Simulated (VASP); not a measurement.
# NaF (Fm-3m) in VASP: notebook

Runs on NaF. Level: LDA. Tasks: electric field gradients.

Everything below comes from runs of VASP 6.6.1. Logs are shortened: lines on timing, memory, paths and dates and some standing lists are left out, and cuts for length are marked.

**1. The cell of the first run**

It takes space group Fm-3m (No. 225, cubic). Conventional cell: a = 4.552 Å, b = 4.552 Å, c = 4.552 Å, α = 90.00°, β = 90.00°, γ = 90.00°. Within 3.0 Å of Na (site symmetry m-3m) lie 6 F at 2.28 Å. Within 3.0 Å of F (site symmetry m-3m) lie 6 Na at 2.28 Å.

**2. Electric field gradients, LDA (volume scaled by 0.94)**

The input, INCAR:

```
PREC = Accurate
ENCUT = 520
EDIFF = 1E-8
ISMEAR = -1
SIGMA = 0.02
LREAL = False
LASPH = True
NELM = 80
ALGO = Normal
ISIF = 2
LWAVE = False
LCHARG = False
GGA = CA
LEFG = True
NBANDS = 14
```

The input, KPOINTS:

```
regular mesh
0
Gamma
  10 10 10
```

The input, POSCAR:

```
NaF
1.0
    0.0000000000      2.2758724064      2.2758724064
    2.2758724064      0.0000000000      2.2758724064
    2.2758724064      2.2758724064      0.0000000000
Na F
1 1
Direct
    0.0000000000      0.0000000000      0.0000000000
    0.5000000000      0.5000000000      0.5000000000
```

Potentials or basis: VASP PAW LDA potentials, release 64 (Na_pv, F).

Command:

```sh
> cat potpaw_LDA.64/Na_pv/POTCAR potpaw_LDA.64/F/POTCAR > POTCAR
> mpirun -np 1 vasp_std > vasp.out
```

OUTCAR:

```text
PREC = Accurate
   ENCUT = 520
   EDIFF = 1E-8
   ISMEAR = -1
   LREAL = False
   LASPH = True
   NELM = 80
   ISIF = 2
   GGA = CA

 ion  position               nearest neighbor table
   1  0.000  0.000  0.000-   2 2.28   2 2.28   2 2.28   2 2.28   2 2.28   2 2.28
   2  0.500  0.500  0.500-   1 2.28   1 2.28   1 2.28   1 2.28   1 2.28   1 2.28

  LATTYP: Found a face centered cubic cell.
 ALAT       =     4.5517448128

  Lattice vectors:

 A1 = (   0.0000000000,   2.2758724064,   2.2758724064)
 A2 = (   2.2758724064,   0.0000000000,   2.2758724064)
 A3 = (   2.2758724064,   2.2758724064,   0.0000000000)

Analysis of symmetry for initial positions (statically):
=====================================================================
 Subroutine PRICEL returns:
 Original cell was already a primitive cell.

 Routine SETGRP: Setting up the symmetry group for a
 face centered cubic supercell.

 Subroutine GETGRP returns: Found 48 space group operations
 (whereof 48 operations were pure point group operations)
 out of a pool of 48 trial point group operations.

The static configuration has the point symmetry O_h .

Analysis of symmetry for dynamics (positions and initial velocities):
=====================================================================
 Subroutine PRICEL returns:
 Original cell was already a primitive cell.

 Routine SETGRP: Setting up the symmetry group for a
 face centered cubic supercell.

 Subroutine GETGRP returns: Found 48 space group operations
 (whereof 48 operations were pure point group operations)
 out of a pool of 48 trial point group operations.

The dynamic configuration has the point symmetry O_h .

 Subroutine INISYM returns: Found 48 space group operations
 (whereof 48 operations are pure point group operations),
 and found     1 'primitive' translations

----------------------------------------------------------------------------------------

                                     Primitive cell

  volume of cell :      23.5762

  direct lattice vectors                    reciprocal lattice vectors
     0.000000000  2.275872406  2.275872406    -0.219695972  0.219695972  0.219695972
     2.275872406  0.000000000  2.275872406     0.219695972 -0.219695972  0.219695972
     2.275872406  2.275872406  0.000000000     0.219695972  0.219695972 -0.219695972

  length of vectors
     3.218569623  3.218569623  3.218569623     0.380524585  0.380524585  0.380524585

  position of ions in fractional coordinates (direct lattice)
     0.000000000  0.000000000  0.000000000
     0.500000000  0.500000000  0.500000000

  ion indices of the primitive-cell ions
   primitive index   ion index
                 1           1
                 2           2

----------------------------------------------------------------------------------------

 KPOINTS: regular mesh

Automatic generation of k-mesh.
 Grid dimensions read from file:
 generate k-points for:   10   10   10

 Generating k-lattice:

  Cartesian coordinates                     Fractional coordinates (reciprocal lattice)
    -0.021969597  0.021969597  0.021969597     0.100000000  0.000000000  0.000000000
     0.021969597 -0.021969597  0.021969597     0.000000000  0.100000000  0.000000000
     0.021969597  0.021969597 -0.021969597     0.000000000  0.000000000  0.100000000

  Length of vectors
     0.038052459  0.038052459  0.038052459

  Shift w.r.t. Gamma in fractional coordinates (k-lattice)
     0.000000000  0.000000000  0.000000000

 Subroutine IBZKPT returns following result:
 ===========================================

 Found     47 irreducible k-points:

 Following reciprocal coordinates:
            Coordinates               Weight
  0.000000  0.000000  0.000000      1.000000
  0.100000  0.000000  0.000000      8.000000
  0.200000  0.000000  0.000000      8.000000
  0.300000  0.000000  0.000000      8.000000
  0.400000  0.000000  0.000000      8.000000
  0.500000  0.000000  0.000000      4.000000
[... 16 lines left out ...]
  0.300000  0.300000  0.000000      6.000000
  0.400000  0.300000  0.000000     24.000000
 [... further k-points ...]
   k-points           NKPTS =     47   k-points in BZ     NKDIM =     47   number of bands    NBANDS=     14
   number of dos      NEDOS =    301   number of ions     NIONS =      2
   total plane-waves  NPLWV =  13824
   dimension x,y,z NGX =    24 NGY =   24 NGZ =   24
   dimension x,y,z NGXF=    48 NGYF=   48 NGZF=   48
   ions per type =               1   1
   NGX,Y,Z   is equivalent  to a cutoff of  12.40, 12.40, 12.40 a.u.
   NGXF,Y,Z  is equivalent  to a cutoff of  24.79, 24.79, 24.79 a.u.
 SYSTEM =  unknown system
   PREC   = accura    normal or accurate (medium, high low for compatibility)
   ISTART =      0    job   : 0-new  1-cont  2-samecut
   ICHARG =      2    charge: 1-file 2-atom 10-const
   ISPIN  =      1    spin polarized calculation?
   LNONCOLLINEAR =      F non collinear calculations
   LSORBIT =      F    spin-orbit coupling
   LASPH  =      T    aspherical Exc in radial PAW
   ENCUT  =  520.0 eV  38.22 Ry    6.18 a.u.   5.98  5.98  5.98*2*pi/ulx,y,z
   NELM   =     80;   NELMIN=  2; NELMDL= -5     # of ELM steps
   EDIFF  = 0.1E-07   stopping-criterion for ELM
   LREAL  =      F    real-space projection
   EDIFFG = 0.1E-06   stopping-criterion for IOM
   NSW    =      0    number of steps for IOM
   IBRION =     -1    ionic relax: 0-MD 1-quasi-New 2-CG
   NFREE  =      0    steps in history (QN), initial steepest desc. (CG)
   ISIF   =      2    stress and relaxation
   ISYM   =      2    0-nonsym 1-usesym 2-fastsym
   POTIM  = 0.5000    time-step for ionic-motion
   TEBEG  =    0.0;   TEEND  =   0.0 temperature during run
   PSTRESS=    0.0 pullay stress
   NELECT =      14.0000    total number of electrons
   NUPDOWN=      -1.0000    fix difference up-down
   EMIN   =  10.00;   EMAX   =-10.00  energy-range for DOS
   EFERMI =   0.00;   METHOD = LEGACY
   ISMEAR =    -1;   SIGMA  =   0.02  broadening in eV -4-tet -1-fermi 0-gaus
   EFERMI_NEDOS =   21; number of points for ismear=-14 and -15
   IALGO  =     38    algorithm
   IMIX   =      4    mixing-type and parameters
     AMIX     =   0.40;   BMIX     =  1.00
     AMIX_MAG =   1.60;   BMIX_MAG =  1.00
  volume/ion in A,a.u.               =      11.79        79.55
  Fermi-wavevector in a.u.,A,eV,Ry     =   1.376025  2.600310 25.761874  1.893444
  Thomas-Fermi vector in A             =   2.501307
   LORBIT       =      0    0 simple, 1 ext, 2 COOP (PROOUT), +10 PAW based schemes
   GGA     = CA    functional components
   LHFCALC =     F    Hartree Fock is set to
   AEXX    =    0.0000 exact exchange contribution
   IVDW    =     0    specifies the selected vdW correction
   LEPSILON=     F    determine dielectric tensor
   LRPA    =     F    only Hartree local field effects (RPA)
 non-spin polarized calculation
  energy-cutoff  :      520.00
  volume of cell :       23.58
 maximum number of plane-waves:       647
   NGX = 11   NGY = 11   NGZ = 11

 number of electron      14.0000009 magnetization

 Free energy of the ion-electron system (eV)
  ---------------------------------------------------
  ext. energy  EPLUGINS =         0.00000000
  ---------------------------------------------------
  free energy    TOTEN  =        -9.32924270 eV

  energy without entropy =       -9.32924270  energy(sigma->0) =       -9.32924270

 E-fermi :  -1.8351     XC(G=0): -10.2166

 val. band max:       -2.2690813710   @ k =   0.0000   0.0000   0.0000
 cond. band min:       3.9791858245   @ k =   0.0000   0.0000   0.0000
 fundamental gap:      6.2482671955
 Fermi energy:        -1.8351032611

 k-point     1 :       0.0000    0.0000    0.0000
  band No.  band energies     occupation
      1     -21.1272      2.00000
      2     -20.8778      2.00000
      3     -20.8778      2.00000
      4     -20.8778      2.00000
      5      -2.2691      2.00000
      6      -2.2691      2.00000
      7      -2.2691      2.00000
      8       3.9792      0.00000
      9      16.6359      0.00000
     10      16.6359      0.00000
     11      16.6359      0.00000
     12      19.5614      0.00000
     13      21.8514      0.00000
     14      21.8514      0.00000
[... 377 lines left out ...]
      1     -21.4461      2.00000
      2     -20.9390      2.00000
      3     -20.9288      2.00000
      4     -20.4072      2.00000
      5      -3.5842      2.00000
      6      -2.6952      2.00000
      7      -2.6318      2.00000
      8       8.3667      0.00000
      9      11.3388      0.00000
     10      14.6086      0.00000
     11      17.5323      0.00000
     12      17.5721      0.00000
     13      23.6755      0.00000
     14      24.6047      0.00000

 [... further k-points ...]

------------------------ aborting loop because EDIFF is reached ----------------------------------------

  FORCE on cell =-STRESS in cart. coord.  units (eV):
  Direction    XX          YY          ZZ          XY          YZ          ZX
  --------------------------------------------------------------------------------------
  -------------------------------------------------------------------------------------
  Total       -0.2775061     -0.2775061     -0.2775061      0.0000000     -0.0000000     -0.0000000
  in kB      -18.8585998    -18.8585998    -18.8585998      0.0000000     -0.0000000     -0.0000000
  external PRESSURE =     -18.8585998 kB  Pullay stress =       0.0000000 kB

 VOLUME and BASIS-vectors are now :
 -----------------------------------------------------------------------------
  energy-cutoff  :      520.00
  volume of cell :       23.58
      direct lattice vectors                 reciprocal lattice vectors
     0.000000000  2.275872406  2.275872406    -0.219695972  0.219695972  0.219695972
     2.275872406  0.000000000  2.275872406     0.219695972 -0.219695972  0.219695972
     2.275872406  2.275872406  0.000000000     0.219695972  0.219695972 -0.219695972

 POSITION                                       TOTAL-FORCE (eV/Angst)
 -----------------------------------------------------------------------------------
      0.00000      0.00000      0.00000        -0.000000     -0.000000     -0.000000
      2.27587      2.27587      2.27587         0.000000      0.000000      0.000000
 -----------------------------------------------------------------------------------
    total drift:                                0.000000     -0.000000      0.000000

  FREE ENERGIE OF THE ION-ELECTRON SYSTEM (eV)
  ---------------------------------------------------
  free  energy   TOTEN  =        -9.3292427003 eV

  energy  without entropy=       -9.3292427003  energy(sigma->0) =       -9.32924270

 Electric field gradients (V/A^2)
---------------------------------------------------------------------
 ion       V_xx      V_yy      V_zz      V_xy      V_xz      V_yz
---------------------------------------------------------------------
   1       0.000     0.000    -0.000     0.002     0.002     0.002
   2      -0.000     0.000     0.000     0.006     0.006     0.006
---------------------------------------------------------------------

 Electric field gradients after diagonalization (V/A^2)
 (convention: |V_zz| > |V_xx| > |V_yy|)
----------------------------------------------------------------------
 ion       V_xx      V_yy      V_zz     asymmetry (V_yy - V_xx)/ V_zz
----------------------------------------------------------------------
   1      -0.002    -0.002     0.004       0.000
   2      -0.006    -0.006     0.012       0.000
----------------------------------------------------------------------

           NMR quadrupolar parameters

 Cq : quadrupolar parameter    Cq=e*Q*V_zz/h
 eta: asymmetry parameters     (V_yy - V_xx)/ V_zz
 Q  : nuclear electric quadrupole moment in mb (millibarn)
----------------------------------------------------------------------
 ion       Cq(MHz)       eta       Q (mb)
----------------------------------------------------------------------
   1       0.000       0.000       1.000
   2       0.000       0.000       1.000
----------------------------------------------------------------------
```

Wall time 6.7 s (1 thread of Intel Xeon Platinum 8488C (Sapphire Rapids), shared host); peak memory 0.13 GiB.

What came out:

```
Free energy            : -9.3292 eV
Pressure               : -1.9 GPa
Band gap on the k mesh : 6.25 eV, direct
```

Levels at points of the mesh, in eV from the valence-band top:
| k point | band 5 | band 6 | band 7 | band 8 | band 9 | band 10 |
| --- | --- | --- | --- | --- | --- | --- |
| (0.00, 0.00, 0.00) | 0.00 | 0.00 | 0.00 | 6.25 | 18.91 | 18.91 |
| (0.50, 0.00, 0.00) | -1.79 | -0.30 | -0.30 | 10.71 | 12.55 | 20.24 |
| (0.50, 0.50, 0.00) | -1.41 | -0.45 | -0.45 | 13.01 | 13.19 | 13.77 |

Caveat: without QUAD_EFG the Cq values of the log hold for a quadrupole moment of 1 mb, not for the nuclei. A k mesh can miss the band edges.

(Continued in part 2 of 3.)
